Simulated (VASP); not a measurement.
# C in VASP: notebook

Runs on C. Level: LDA. Tasks: single point.

Program: VASP 6.6.1. These are calculated values, not measurements. Logs are shortened: lines on timing, memory, paths and dates and some standing lists are left out, and cuts for length are marked.

### Step 1. The cell of the first run

The cell holds a slab with vacuum, 2 atoms: a = 2.406 Å, b = 2.406 Å, c = 8.350 Å, α = 90.00°, β = 90.00°, γ = 120.00°.

### Step 2. Single point, LDA

The input, INCAR:

```
SYSTEM = C
PREC = Accurate
ENCUT = 520
EDIFF = 1E-6
ISMEAR = -1
SIGMA = 0.05
LREAL = .FALSE.
LASPH = .TRUE.
NELM = 100
ALGO = Normal
ISIF = 2
LWAVE = .FALSE.
LCHARG = .TRUE.
LELF = .TRUE.
LVHAR = .TRUE.
NBANDS = 11
```

The input, KPOINTS:

```
Automatic mesh
0
G
  12 12 3
  0 0 0
```

The input, POSCAR:

```
C
1.0
    2.4060301715      0.0000000000      0.0000000000
   -1.2030150858      2.0836832508      0.0000000000
    0.0000000000      0.0000000000      8.3497993649
C
2
Direct
    0.6666666667      0.3333333333      0.0000000000
    0.3333333333      0.6666666667      0.0000000000
```

Potentials or basis: VASP PAW LDA potentials, release 64 (C).

Command:

```bash
$ cat potpaw_LDA.64/C/POTCAR > POTCAR
$ mpirun -np 1 vasp_std > vasp.out
```

OUTCAR:

```text
SYSTEM = C
   PREC = Accurate
   ENCUT = 520
   EDIFF = 1E-6
   ISMEAR = -1
   LREAL = .FALSE.
   LASPH = .TRUE.
   NELM = 100
   ISIF = 2

 ion  position               nearest neighbor table
   1  0.667  0.333  0.000-   2 1.39   2 1.39   2 1.39
   2  0.333  0.667  0.000-   1 1.39   1 1.39   1 1.39

  LATTYP: Found a hexagonal cell.
 ALAT       =     2.4060301715
 C/A-ratio  =     3.4703635323

  Lattice vectors:

 A1 = (   2.4060301715,   0.0000000000,   0.0000000000)
 A2 = (  -1.2030150858,   2.0836832508,   0.0000000000)
 A3 = (   0.0000000000,   0.0000000000,   8.3497993649)

Analysis of symmetry for initial positions (statically):
=====================================================================
 Subroutine PRICEL returns:
 Original cell was already a primitive cell.

 Routine SETGRP: Setting up the symmetry group for a
 hexagonal supercell.

 Subroutine GETGRP returns: Found 24 space group operations
 (whereof 24 operations were pure point group operations)
 out of a pool of 24 trial point group operations.

The static configuration has the point symmetry D_6h.

Analysis of symmetry for dynamics (positions and initial velocities):
=====================================================================
 Subroutine PRICEL returns:
 Original cell was already a primitive cell.

 Routine SETGRP: Setting up the symmetry group for a
 hexagonal supercell.

 Subroutine GETGRP returns: Found 24 space group operations
 (whereof 24 operations were pure point group operations)
 out of a pool of 24 trial point group operations.

The dynamic configuration has the point symmetry D_6h.

 Subroutine INISYM returns: Found 24 space group operations
 (whereof 24 operations are pure point group operations),
 and found     1 'primitive' translations

----------------------------------------------------------------------------------------

                                     Primitive cell

  volume of cell :      41.8609

  direct lattice vectors                    reciprocal lattice vectors
     2.406030171  0.000000000  0.000000000     0.415622386  0.239959696  0.000000000
    -1.203015086  2.083683251  0.000000000     0.000000000  0.479919393  0.000000000
     0.000000000  0.000000000  8.349799365     0.000000000  0.000000000  0.119763357

  length of vectors
     2.406030171  2.406030172  8.349799365     0.479919393  0.479919393  0.119763357

[... 80 lines left out ...]
   EDIFF  = 0.1E-05   stopping-criterion for ELM
   LREAL  =      F    real-space projection
   EDIFFG = 0.1E-04   stopping-criterion for IOM
   NSW    =      0    number of steps for IOM
   IBRION =     -1    ionic relax: 0-MD 1-quasi-New 2-CG
   NFREE  =      0    steps in history (QN), initial steepest desc. (CG)
   ISIF   =      2    stress and relaxation
   ISYM   =      2    0-nonsym 1-usesym 2-fastsym
   POTIM  = 0.5000    time-step for ionic-motion
   TEBEG  =    0.0;   TEEND  =   0.0 temperature during run
   PSTRESS=    0.0 pullay stress
   NELECT =       8.0000    total number of electrons
   NUPDOWN=      -1.0000    fix difference up-down
   EMIN   =  10.00;   EMAX   =-10.00  energy-range for DOS
   EFERMI =   0.00;   METHOD = LEGACY
   ISMEAR =    -1;   SIGMA  =   0.05  broadening in eV -4-tet -1-fermi 0-gaus
   EFERMI_NEDOS =   21; number of points for ismear=-14 and -15
   IALGO  =     38    algorithm
   IMIX   =      4    mixing-type and parameters
     AMIX     =   0.40;   BMIX     =  1.00
     AMIX_MAG =   1.60;   BMIX_MAG =  1.00
  volume/ion in A,a.u.               =      20.93       141.25
  Fermi-wavevector in a.u.,A,eV,Ry     =   0.942979  1.781971 12.098421  0.889209
  Thomas-Fermi vector in A             =   2.070641
   LORBIT       =      0    0 simple, 1 ext, 2 COOP (PROOUT), +10 PAW based schemes
   GGA     = CA    functional components
   LHFCALC =     F    Hartree Fock is set to
   AEXX    =    0.0000 exact exchange contribution
   IVDW    =     0    specifies the selected vdW correction
   LEPSILON=     F    determine dielectric tensor
   LRPA    =     F    only Hartree local field effects (RPA)
 non-spin polarized calculation
  energy-cutoff  :      520.00
  volume of cell :       41.86
 maximum number of plane-waves:      1159
 NGX is ok and might be reduce to    18
   NGX =  9   NGY =  9   NGZ = 31

 number of electron       8.0000002 magnetization

 Free energy of the ion-electron system (eV)
  ---------------------------------------------------
  ext. energy  EPLUGINS =         0.00000000
  ---------------------------------------------------
  free energy    TOTEN  =       -20.12852639 eV

  energy without entropy =      -20.12660098  energy(sigma->0) =      -20.12756369

 E-fermi :  -0.5554     XC(G=0):  -5.2589

 val. band max:       -0.5554182200   @ k =   0.3333   0.3333   0.3333
 cond. band min:      -0.5553622031   @ k =   0.3333   0.3333   0.0000
 fundamental gap:      0.0000560169
 Fermi energy:        -0.5553995483

 k-point     1 :       0.0000    0.0000    0.0000
  band No.  band energies     occupation
      1     -20.4479      2.00000
      2      -8.7045      2.00000
      3      -3.5593      2.00000
      4      -3.5593      2.00000
      5       2.3625      0.00000
      6       4.8255      0.00000
      7       6.5035      0.00000
      8       8.1994      0.00000
      9       8.1994      0.00000
     10      11.6838      0.00000
     11      13.4587      0.00000
[... 309 lines left out ...]
 k-point    24 :       0.3333    0.0000    0.3333
  band No.  band energies     occupation
      1     -17.7645      2.00000
      2     -10.2868      2.00000
      3      -6.4925      2.00000
      4      -5.5108      2.00000
      5       4.6073      0.00000
      6       6.4064      0.00000
      7       7.4766      0.00000
      8       7.9489      0.00000
      9      11.4841      0.00000
     10      14.8119      0.00000
     11      15.9826      0.00000

 [... further k-points ...]
[... 5 lines left out ...]
  --------------------------------------------------------------------------------------
  -------------------------------------------------------------------------------------
  Total        2.4681160      2.4681160     -0.0140706     -0.0000000     -0.0000000      0.0000000
  in kB       94.4642175     94.4642175     -0.5385344     -0.0000000     -0.0000000      0.0000000
  external PRESSURE =      62.7966335 kB  Pullay stress =       0.0000000 kB

 VOLUME and BASIS-vectors are now :
 -----------------------------------------------------------------------------
  energy-cutoff  :      520.00
  volume of cell :       41.86
      direct lattice vectors                 reciprocal lattice vectors
     2.406030171  0.000000000  0.000000000     0.415622386  0.239959696  0.000000000
    -1.203015086  2.083683251  0.000000000     0.000000000  0.479919393  0.000000000
     0.000000000  0.000000000  8.349799365     0.000000000  0.000000000  0.119763357

 POSITION                                       TOTAL-FORCE (eV/Angst)
 -----------------------------------------------------------------------------------
      1.20302      0.69456      0.00000         0.000000     -0.000000     -0.000000
     -0.00000      1.38912      0.00000        -0.000000      0.000000      0.000000
 -----------------------------------------------------------------------------------
    total drift:                                0.000000     -0.000000      0.000000

  FREE ENERGIE OF THE ION-ELECTRON SYSTEM (eV)
  ---------------------------------------------------
  free  energy   TOTEN  =       -20.1285263910 eV

  energy  without entropy=      -20.1266009822  energy(sigma->0) =      -20.12756369
```

OSZICAR:

```text
N       E                     dE             d eps       ncg     rms          rms(c)
DAV:   1     0.223779038442E+02    0.22378E+02   -0.37988E+03   836   0.587E+02
DAV:   2    -0.201070946708E+02   -0.42485E+02   -0.40796E+02  1112   0.131E+02
DAV:   3    -0.218919447632E+02   -0.17849E+01   -0.17679E+01  1039   0.268E+01
DAV:   4    -0.219106414938E+02   -0.18697E-01   -0.18691E-01  1115   0.348E+00
DAV:   5    -0.219107864378E+02   -0.14494E-03   -0.14494E-03  1112   0.275E-01    0.711E+00
DAV:   6    -0.206108025730E+02    0.13000E+01   -0.11109E+00   928   0.605E+00    0.406E+00
DAV:   7    -0.201385269436E+02    0.47228E+00   -0.13783E+00  1030   0.670E+00    0.111E+00
DAV:   8    -0.201285303394E+02    0.99966E-02   -0.40452E-02   967   0.118E+00    0.269E-01
DAV:   9    -0.201277851895E+02    0.74515E-03   -0.65375E-04   985   0.170E-01    0.196E-01
DAV:  10    -0.201271522185E+02    0.63297E-03   -0.57860E-03   916   0.320E-01    0.161E-01
DAV:  11    -0.201276794960E+02   -0.52728E-03   -0.27501E-04   961   0.936E-02    0.682E-02
DAV:  12    -0.201284611615E+02   -0.78167E-03   -0.28071E-04   892   0.850E-02    0.342E-02
DAV:  13    -0.201284948963E+02   -0.33735E-04   -0.46852E-06   956   0.129E-02    0.112E-02
DAV:  14    -0.201285259758E+02   -0.31079E-04   -0.26895E-06   862   0.645E-03    0.276E-03
DAV:  15    -0.201285263910E+02   -0.41521E-06   -0.85784E-08   983   0.188E-03
   1 F= -.20128526E+02 E0= -.20127564E+02  d E =-.192541E-02
```

It took 43 s on 1 thread of AMD EPYC 7R13, shared host; peak memory 0.11 GiB.

What came out:

```yaml
Free_energy: -20.1285 eV
Band_gap_on_the_k_mesh: zero (filled and empty bands touch)
```

Levels at points of the mesh, in eV from the Fermi level:
| k point | band 1 | band 2 | band 3 | band 4 | band 5 | band 6 | band 7 | band 8 |
| --- | --- | --- | --- | --- | --- | --- | --- | --- |
| (0.00, 0.00, 0.00) | -19.89 | -8.15 | -3.00 | -3.00 | 2.92 | 5.38 | 7.06 | 8.75 |
| (0.50, 0.00, 0.00) | -14.28 | -13.63 | -6.61 | -2.50 | 1.66 | 8.19 | 11.19 | 11.27 |

### Step 3. Single point, LDA

This run uses another cell than the first one, of 21.38 Å³/atom, 1.021 times its volume.

The input, INCAR:

```
  PREC = Accurate
  ENCUT = 520
  EDIFF = 1E-7
  ISMEAR = -1
  SIGMA = 0.05
  LREAL = False
  LASPH = True
  NELM = 60
  ALGO = Normal
  ISIF = 2
  LWAVE = False
  LCHARG = False
  NBANDS = 11
```

The input, KPOINTS:

```
Automatic mesh
0
Gamma
  12 12 3
```

The input, POSCAR:

```
C
1.0
    2.4229746043      0.0000000000      0.0000000000
   -1.2114873021      2.0983575600      0.0000000000
    0.0000000000      0.0000000000      8.4086027063
C
2
Direct
    0.6666666667      0.3333333333      0.0000000000
    0.3333333333      0.6666666667      0.0000000000
```

Potentials or basis: VASP PAW LDA potentials, release 64 (C).

Command:

```bash
$ cat potpaw_LDA.64/C/POTCAR > POTCAR
$ mpirun -np 1 vasp_std > vasp.out
```

Run time: 39 s. Hardware: 1 thread of AMD EPYC 7R13, shared host; peak memory 0.1 GiB.

Results (log left out):

- Free energy: -20.1561 eV
- Band gap on the k mesh: zero (filled and empty bands touch)

Levels at points of the mesh, in eV from the Fermi level:
```
           k point  band 1  band 2  band 3  band 4  band 5  band 6  band 7  band 8
(0.00, 0.00, 0.00)  -19.72   -8.00   -3.02   -3.02    2.99    5.41    7.08    8.61
(0.50, 0.00, 0.00)  -14.21  -13.49   -6.55   -2.46    1.65    7.98   11.14   11.23
```

### Step 4. Single point, LDA

This run uses another cell than the first one, of 21.82 Å³/atom, 1.043 times its volume.

The input, INCAR:

```
  PREC = Accurate
  ENCUT = 520
  EDIFF = 1E-6
  ISMEAR = -1
  SIGMA = 0.05
  LREAL = F
  LASPH = T
  NELM = 60
  ALGO = Normal
  ISIF = 2
  LWAVE = F
  LCHARG = F
  GGA = CA
  NBANDS = 11
```

KPOINTS is that of step 3.

The input, POSCAR:

```
C
1.0
    2.4396853020      0.0000000000      0.0000000000
   -1.2198426510      2.1128294488      0.0000000000
    0.0000000000      0.0000000000      8.4665949023
C
2
Direct
    0.6666666667      0.3333333333      0.0000000000
    0.3333333333      0.6666666667      0.0000000000
```

Command:

```bash
$ cat potpaw_LDA.64/C/POTCAR > POTCAR
$ mpirun -np 1 vasp_std > vasp.out
```

Wall time 42 s (1 thread of AMD EPYC 7R13, shared host); peak memory 0.1 GiB.

It converged, with:

* Free energy: -20.1691 eV
* Band gap on the k mesh: zero (filled and empty bands touch)

Levels at points of the mesh, in eV from the Fermi level:
| k point | band 2 | band 3 | band 4 | band 5 | band 6 | band 7 |
| --- | --- | --- | --- | --- | --- | --- |
| (0.00, 0.00, 0.00) | -7.86 | -3.03 | -3.03 | 3.06 | 5.45 | 7.08 |
| (0.50, 0.00, 0.00) | -13.35 | -6.50 | -2.42 | 1.64 | 7.77 | 11.10 |

### Step 5. The runs side by side

```csv
cell,gap on the mesh (eV)
"a = 2.406, b = 2.406, c = 8.350 Å, angles 90.0, 90.0, 120.0°, 2 atoms",none
"a = 2.423, b = 2.423, c = 8.409 Å, angles 90.0, 90.0, 120.0°, 2 atoms",none
"a = 2.440, b = 2.440, c = 8.467 Å, angles 90.0, 90.0, 120.0°, 2 atoms",none
```

Alike in all rows: task single point; level LDA; potentials or basis VASP PAW LDA potentials, release 64 (C); no spin polarisation; k mesh 12 × 12 × 3; cutoff (eV) 520; smearing fermi-dirac 0.05 eV.

Total energies depend on the potentials used, so only differences within one code and one set of settings carry meaning.
